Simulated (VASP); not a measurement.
# GaSe3 (I4/mcm) in VASP: notebook

GaSe3 is run at these levels: PBE; tasks: relaxation of cell and atoms, single point.

All numbers are computed with VASP 6.6.1; they aren't measurements. Logs are shortened: lines on timing, memory, paths and dates and some standing lists are left out, and cuts for length are marked.

### Step 1. The cell of the first run

Symmetry: I4/mcm, No. 140, tetragonal system. The conventional cell has a = 6.488 Å, b = 6.488 Å, c = 9.279 Å, α = 90.00°, β = 90.00°, γ = 90.00°. Ga (site symmetry -42m) has 12 Se at 3.08 to 3.46 Å within 4.0 Å. Se (site symmetry 422) has 4 Ga at 3.24 Å and 8 Se at 3.27 Å within 4.3 Å. Se (site symmetry m2m) has 4 Ga at 3.08 to 3.46 Å and 9 Se at 3.27 to 4.04 Å within 4.1 Å.

The cell was generated, and may not be a known phase.

### Step 2. Relaxation of cell and atoms, PBE

File INCAR:

```
SYSTEM = GaSe3
ALGO = Normal ; EDIFF = 1E-6
EDIFFG = -0.04 ; ENCUT = 600
GGA = PE ; IBRION = 2
ISIF = 3 ; ISMEAR = 0
LASPH = .TRUE. ; LCHARG = .FALSE.
LREAL = .FALSE. ; LWAVE = .FALSE.
NELM = 60 ; NSW = 90
PREC = Accurate ; SIGMA = 0.1
```

File KPOINTS:

```
k-points
0
G
  4 4 4
  0 0 0
```

File POSCAR:

```
GaSe3
1.0
   -3.2441924700      3.2441924700      4.6393143200
    3.2441924700     -3.2441924700      4.6393143200
    3.2441924700      3.2441924700     -4.6393143200
Ga Se
2 6
Direct
    0.7500000000      0.2500000000      0.5000000000
    0.2500000000      0.7500000000      0.5000000000
    0.7500000000      0.7500000000      0.0000000000
    0.2500000000      0.2500000000      0.0000000000
    0.2201359900      0.7201359900      0.9402719700
    0.7798640100      0.2798640100      0.0597280300
    0.7201359900      0.7798640100      0.5000000000
    0.2798640100      0.2201359900      0.5000000000
```

Potentials or basis: VASP PAW PBE potentials, release 64 (Ga_d, Se).

On the command line:

```
$ cat potpaw_PBE.64/Ga_d/POTCAR potpaw_PBE.64/Se/POTCAR > POTCAR
$ mpirun -np 1 vasp_std > vasp.out
```

OUTCAR:

```text
SYSTEM = GaSe3
   EDIFF = 1E-6
   EDIFFG = -0.04
   ENCUT = 600
   GGA = PE
   IBRION = 2
   ISIF = 3
   ISMEAR = 0
   LASPH = .TRUE.
   LREAL = .FALSE.
   NELM = 60
   NSW = 90
   PREC = Accurate

 ion  position               nearest neighbor table
   1  0.750  0.250  0.500-
   2  0.250  0.750  0.500-
   3  0.750  0.750  0.000-
   4  0.250  0.250  0.000-
   5  0.220  0.720  0.940-
   6  0.780  0.280  0.060-
   7  0.720  0.780  0.500-
   8  0.280  0.220  0.500-

  LATTYP: Found a body centered tetragonal cell.
 ALAT       =     6.4883849400
 C/A-ratio  =     1.4300367080

  Lattice vectors:

 A1 = (  -3.2441924700,   3.2441924700,   4.6393143200)
 A2 = (   3.2441924700,  -3.2441924700,   4.6393143200)
 A3 = (   3.2441924700,   3.2441924700,  -4.6393143200)

Analysis of symmetry for initial positions (statically):
=====================================================================
 Subroutine PRICEL returns:
 Original cell was already a primitive cell.

 Routine SETGRP: Setting up the symmetry group for a
 body centered tetragonal supercell.

 Subroutine GETGRP returns: Found 16 space group operations
 (whereof  8 operations were pure point group operations)
 out of a pool of 16 trial point group operations.

The static configuration has the point symmetry C_4h.
 The point group associated with its full space group is D_4h.

Analysis of symmetry for dynamics (positions and initial velocities):
=====================================================================
 Subroutine PRICEL returns:
 Original cell was already a primitive cell.

 Routine SETGRP: Setting up the symmetry group for a
 body centered tetragonal supercell.

 Subroutine GETGRP returns: Found 16 space group operations
 (whereof  8 operations were pure point group operations)
 out of a pool of 16 trial point group operations.

The dynamic configuration has the point symmetry C_4h.
 The point group associated with its full space group is D_4h.

 Subroutine INISYM returns: Found 16 space group operations
 (whereof  8 operations are pure point group operations),
 and found     1 'primitive' translations

----------------------------------------------------------------------------------------

                                     Primitive cell

  volume of cell :     195.3111

  direct lattice vectors                    reciprocal lattice vectors
    -3.244192470  3.244192470  4.639314320     0.000000000  0.154121559  0.107774547
[... 102 lines left out ...]
   EFERMI_NEDOS =   21; number of points for ismear=-14 and -15
   IALGO  =     38    algorithm
   IMIX   =      4    mixing-type and parameters
     AMIX     =   0.40;   BMIX     =  1.00
     AMIX_MAG =   1.60;   BMIX_MAG =  1.00
  volume/ion in A,a.u.               =      24.41       164.75
  Fermi-wavevector in a.u.,A,eV,Ry     =   1.116768  2.110386 16.968796  1.247171
  Thomas-Fermi vector in A             =   2.253385
   LORBIT       =      0    0 simple, 1 ext, 2 COOP (PROOUT), +10 PAW based schemes
   GGA     = PE    functional components
   LHFCALC =     F    Hartree Fock is set to
   AEXX    =    0.0000 exact exchange contribution
   IVDW    =     0    specifies the selected vdW correction
   LEPSILON=     F    determine dielectric tensor
   LRPA    =     F    only Hartree local field effects (RPA)
 conjugate gradient relaxation of ions
 non-spin polarized calculation
 Gauss-broadening in eV      SIGMA  =   0.10
  energy-cutoff  :      600.00
  volume of cell :      195.31
 maximum number of plane-waves:      6560
 NGX is ok and might be reduce to    54
   NGX = 27   NGY = 27   NGZ = 27

--------------------------------------- Ionic step        1  -------------------------------------------

 number of electron      62.0000001 magnetization

 Free energy of the ion-electron system (eV)
  ---------------------------------------------------
  ext. energy  EPLUGINS =         0.00000000
  ---------------------------------------------------
  free energy    TOTEN  =       -23.11532753 eV

  energy without entropy =      -23.07675265  energy(sigma->0) =      -23.09604009

------------------------ aborting loop because EDIFF is reached ----------------------------------------

  FORCE on cell =-STRESS in cart. coord.  units (eV):
  Direction    XX          YY          ZZ          XY          YZ          ZX
  --------------------------------------------------------------------------------------
  -------------------------------------------------------------------------------------
  Total       -6.0562858     -6.0562858     -8.3641498      0.0000000     -0.0000000      0.0000000
  in kB      -49.6809548    -49.6809548    -68.6128363      0.0000000     -0.0000000      0.0000000
  external PRESSURE =     -55.9915820 kB  Pullay stress =       0.0000000 kB
[... 107 lines left out ...]
  FREE ENERGIE OF THE ION-ELECTRON SYSTEM (eV)
  ---------------------------------------------------
  free  energy   TOTEN  =       -23.7244560607 eV

  energy  without entropy=      -23.6891090052  energy(sigma->0) =      -23.70678253

 E-fermi :   4.5096     XC(G=0): -10.1676

 val. band max:        4.4976155036   @ k =   0.2500   0.2500   0.2500
 cond. band min:       4.5358234086   @ k =  -0.2500   0.2500   0.0000
 fundamental gap:      0.0382079051
 Fermi energy:         4.5095706107

 k-point     1 :       0.0000    0.0000    0.0000
  band No.  band energies     occupation
      1     -10.6818      2.00000
      2     -10.6818      2.00000
      3     -10.6295      2.00000
      4     -10.6003      2.00000
      5     -10.4311      2.00000
      6     -10.4162      2.00000
[... 509 lines left out ...]
     36       7.2058      0.00000
     37       8.1407      0.00000

[... ionic steps 4 to 27 ...]

--------------------------------------- Ionic step       28  -------------------------------------------

 number of electron      62.0000009 magnetization

------------------------ aborting loop because EDIFF is reached ----------------------------------------
[... 79 lines left out ...]
--------------------------------------- Ionic step       30  -------------------------------------------

 number of electron      62.0000011 magnetization

 Free energy of the ion-electron system (eV)
  ---------------------------------------------------
  ext. energy  EPLUGINS =         0.00000000
  ---------------------------------------------------
  free energy    TOTEN  =       -26.74229709 eV

  energy without entropy =      -26.71931841  energy(sigma->0) =      -26.73080775

 E-fermi :   3.6024     XC(G=0):  -9.7795

 val. band max:        3.5953107901   @ k =   0.2500   0.2500   0.2500
 cond. band min:       3.6964543668   @ k =  -0.2500   0.2500   0.0000
 fundamental gap:      0.1011435767
 Fermi energy:         3.6024221586

 k-point     1 :       0.0000    0.0000    0.0000
  band No.  band energies     occupation
      1     -11.3832      2.00000
      2     -11.3832      2.00000
      3     -11.2958      2.00000
      4     -11.2879      2.00000
      5     -11.1270      2.00000
      6     -11.1134      2.00000
[... 544 lines left out ...]
  FREE ENERGIE OF THE ION-ELECTRON SYSTEM (eV)
  ---------------------------------------------------
  free  energy   TOTEN  =       -26.7422970852 eV

  energy  without entropy=      -26.7193184085  energy(sigma->0) =      -26.73080775

 reached required accuracy - stopping structural energy minimisation
```

Wall time 28 min (1 thread of Intel Xeon 6975P-C (Granite Rapids), shared host); peak memory 0.5 GiB.

What came out:

| Property | Result |
| --- | --- |
| Free energy | -26.7423 eV |
| Relaxed volume | 23.17 Å³/atom |
| Relaxed cell | a = 6.305 Å, b = 6.305 Å, c = 6.305 Å, α = 103.37°, β = 103.37°, γ = 122.51° |
| Space group after relaxing (to 0.1 Å) | I4/mcm (No. 140) |
| Energy gained by relaxing | 453.4 meV/atom |
| Ionic steps | 30 |
| Pressure after relaxing | 0.0 GPa |
| Largest force after relaxing | 0.016 eV/Å |
| Band gap on the k mesh | zero (bands 31 and 32 overlap by 0.91 eV) |

Forces in eV/Å, atoms in the order of the input:
```
Ga   0.000  0.000  0.000
Ga   0.000  0.000  0.000
Se   0.000  0.000  0.000
Se   0.000  0.000  0.000
Se   0.011  0.011  0.000
Se  -0.011 -0.011  0.000
Se  -0.011  0.011  0.000
Se   0.011 -0.011  0.000
```

Step by step:
```
step  energy change (eV)  largest force (eV/Å)  pressure (GPa)  volume (Å³)
   1              0.0000                0.2044           -5.60       195.31
   2             -0.5788                0.2476           -1.38       172.16
   3             -0.6091                0.2473            0.16       166.83
   4             -0.6093                0.2470            0.34       166.29
   5             -0.6681                0.2333            0.45       165.98
   6             -0.9237                0.2597            1.07       164.78
   7             -1.9020                0.3864            2.86       161.11
   8             -2.4123                0.6795           14.63       148.22
   9             -2.7126                0.1610            9.62       152.60
  10             -2.6697                0.3101           11.04       151.27
  11             -2.6761                0.3170           11.02       151.33
  12             -2.6936                0.3368           11.05       151.52
  13             -2.7223                0.3781           11.10       151.89
  14             -2.7519                0.4925           11.42       152.55
  15             -2.6918                0.7012           12.74       153.60
  16             -2.7398                0.5988           11.89       153.05
  17             -2.7976                0.5505           11.35       153.89
  18             -2.9559                0.4079            9.73       156.43
  19             -3.2084                0.1389            6.82       161.57
  20             -3.4873                0.3207            2.09       172.14
  21             -3.3306                0.9906           -4.01       194.45
  22             -3.5303                0.5653           -0.31       179.25
  23             -3.5306                0.5437           -0.07       178.58
  24             -3.5400                0.5167           -0.08       178.90
  25             -3.5654                0.4345           -0.10       179.87
  26             -3.6025                0.2617           -0.08       181.81
  27             -3.6196                0.1137            0.09       185.73
  28             -3.6227                0.0041            0.02       184.62
  29             -3.6242                0.0075            0.03       184.80
  30             -3.6270                0.0160            0.05       185.32
```

Final structure:
```
Ga Se
1.0
    -3.90904    3.90904    3.03197
     3.90904   -3.90904    3.03197
     3.90904    3.90904   -3.03197
Ga Se
2 6
Direct
  0.75000 0.25000 0.50000
  0.25000 0.75000 0.50000
  0.75000 0.75000 0.00000
  0.25000 0.25000 0.00000
  0.17442 0.67442 0.84883
  0.82558 0.32558 0.15117
  0.67442 0.82558 0.50000
  0.32558 0.17442 0.50000
```

Levels at points of the mesh, in eV from the Fermi level:
```tsv
k point	band 28	band 29	band 30	band 31	band 32	band 33	band 34	band 35
(0.00, 0.00, 0.00)	-0.61	0.32	0.32	0.32	1.14	1.14	2.23	2.27
(0.50, 0.00, 0.00)	-1.66	-0.99	-0.99	-0.07	-0.07	0.82	0.82	2.63
(0.50, 0.50, 0.00)	-1.41	-1.40	-1.17	-0.45	-0.08	1.65	1.99	2.78
(0.50, 0.50, 0.50)	-1.88	-1.02	-0.49	-0.49	-0.42	-0.42	1.47	2.01
```

### Step 3. Single point, PBE

This run uses another cell than the first one, of 22.97 Å³/atom.

File INCAR:

```
SYSTEM = GaSe3
PREC = Accurate
ENCUT = 520
EDIFF = 1E-6
ISMEAR = 0
SIGMA = 0.1
LREAL = .False.
LASPH = .True.
NELM = 100
ALGO = Normal
ISIF = 2
LWAVE = .False.
LCHARG = .False.
GGA = PE
NBANDS = 41
```

File KPOINTS:

```
regular mesh
0
Gamma
  8 8 8
  0 0 0
```

File POSCAR:

```
GaSe3
1.0
   -3.8721236751      3.8721236751      3.0637664709
    3.8721236751     -3.8721236751      3.0637664709
    3.8721236751      3.8721236751     -3.0637664709
Ga Se
2 6
Direct
    0.2500000000      0.7500000000      0.5000000000
    0.7500000000      0.2500000000      0.5000000000
    0.2500000000      0.2500000000      0.0000000000
    0.7500000000      0.7500000000      0.0000000000
    0.6755405714      0.1755405714      0.8510811428
    0.3244594286      0.8244594286      0.1489188572
    0.1755405714      0.3244594286      0.5000000000
    0.8244594286      0.6755405714      0.5000000000
```

Potentials or basis: VASP PAW PBE potentials, release 64 (Ga_d, Se).

On the command line:

```
$ cat potpaw_PBE.64/Ga_d/POTCAR potpaw_PBE.64/Se/POTCAR > POTCAR
$ mpirun -np 1 vasp_std > vasp.out
```

OUTCAR:

```text
SYSTEM = GaSe3
   PREC = Accurate
   ENCUT = 520
   EDIFF = 1E-6
   ISMEAR = 0
   LREAL = .False.
   LASPH = .True.
   NELM = 100
   ISIF = 2
   GGA = PE

 ion  position               nearest neighbor table
   1  0.250  0.750  0.500-   5 2.46   6 2.46   7 2.46   8 2.46
   2  0.750  0.250  0.500-   5 2.46   6 2.46   7 2.46   8 2.46
   3  0.250  0.250  0.000-
   4  0.750  0.750  0.000-
   5  0.676  0.176  0.851-   1 2.46   2 2.46
   6  0.324  0.824  0.149-   1 2.46   2 2.46
   7  0.176  0.324  0.500-   1 2.46   2 2.46
   8  0.824  0.676  0.500-   1 2.46   2 2.46

  LATTYP: Found a body centered tetragonal cell.
 ALAT       =     7.7442473502
 C/A-ratio  =     0.7912367290

  Lattice vectors:

 A1 = (  -3.8721236751,   3.8721236751,   3.0637664709)
 A2 = (   3.8721236751,  -3.8721236751,   3.0637664709)
 A3 = (   3.8721236751,   3.8721236751,  -3.0637664709)

Analysis of symmetry for initial positions (statically):
[... 189 lines left out ...]
 val. band max:        3.6921849964   @ k =  -0.1250   0.5000   0.1250
 cond. band min:       3.7244601975   @ k =   0.2500   0.2500   0.2500
 fundamental gap:      0.0322752012
 Fermi energy:         3.7194783232

 k-point     1 :       0.0000    0.0000    0.0000
  band No.  band energies     occupation
      1     -11.2990      2.00000
      2     -11.2990      2.00000
      3     -11.2103      2.00000
      4     -11.2078      2.00000
      5     -11.0523      2.00000
      6     -11.0390      2.00000
[... 1045 lines left out ...]
     40       8.6638      0.00000
     41       9.7192      0.00000

 [... further k-points ...]

------------------------ aborting loop because EDIFF is reached ----------------------------------------

  FORCE on cell =-STRESS in cart. coord.  units (eV):
  Direction    XX          YY          ZZ          XY          YZ          ZX
  --------------------------------------------------------------------------------------
  -------------------------------------------------------------------------------------
  Total        0.0875270      0.0875270      0.0992315      0.0000000     -0.0000000      0.0000000
  in kB        0.7632001      0.7632001      0.8652587      0.0000000     -0.0000000      0.0000000
  external PRESSURE =       0.7972197 kB  Pullay stress =       0.0000000 kB

 VOLUME and BASIS-vectors are now :
 -----------------------------------------------------------------------------
  energy-cutoff  :      520.00
  volume of cell :      183.74
      direct lattice vectors                 reciprocal lattice vectors
    -3.872123675  3.872123675  3.063766471     0.000000000  0.129128107  0.163197817
     3.872123675 -3.872123675  3.063766471     0.129128107  0.000000000  0.163197817
     3.872123675  3.872123675 -3.063766471     0.129128107  0.129128107  0.000000000

 POSITION                                       TOTAL-FORCE (eV/Angst)
 -----------------------------------------------------------------------------------
      3.87212     -0.00000      1.53188        -0.000000     -0.000000     -0.000000
     -0.00000      3.87212      1.53188        -0.000000      0.000000     -0.000000
      0.00000      0.00000      1.53188        -0.000000      0.000000     -0.000000
      0.00000      0.00000      4.59565        -0.000000      0.000000     -0.000000
      1.35943      5.23155      0.00000         0.015345      0.015345     -0.000000
      2.51269     -1.35943      3.06377        -0.015345     -0.015345      0.000000
      2.51269      1.35943      0.00000        -0.015345      0.015345      0.000000
      1.35943      2.51269      3.06377         0.015345     -0.015345     -0.000000
 -----------------------------------------------------------------------------------
    total drift:                                0.000000      0.000000     -0.000000

  FREE ENERGIE OF THE ION-ELECTRON SYSTEM (eV)
  ---------------------------------------------------
  free  energy   TOTEN  =       -26.7419473304 eV

  energy  without entropy=      -26.7177351787  energy(sigma->0) =      -26.72984125
```

It took 3.9 min on 1 thread of Intel Xeon 6975P-C (Granite Rapids), shared host; peak memory 0.54 GiB.

Results:

| Item | Value |
| --- | --- |
| Free energy | -26.7419 eV |
| Pressure | 0.1 GPa |
| Largest force | 0.022 eV/Å |
| Band gap on the k mesh | zero (bands 31 and 32 overlap by 0.91 eV) |

Forces on the atoms (eV/Å):
```
Ga   0.000  0.000  0.000
Ga   0.000  0.000  0.000
Se   0.000  0.000  0.000
Se   0.000  0.000  0.000
Se   0.015  0.015  0.000
Se  -0.015 -0.015  0.000
Se  -0.015  0.015  0.000
Se   0.015 -0.015  0.000
```

The gap in the log of VASP goes by the Fermi energy; the results here count the filled bands.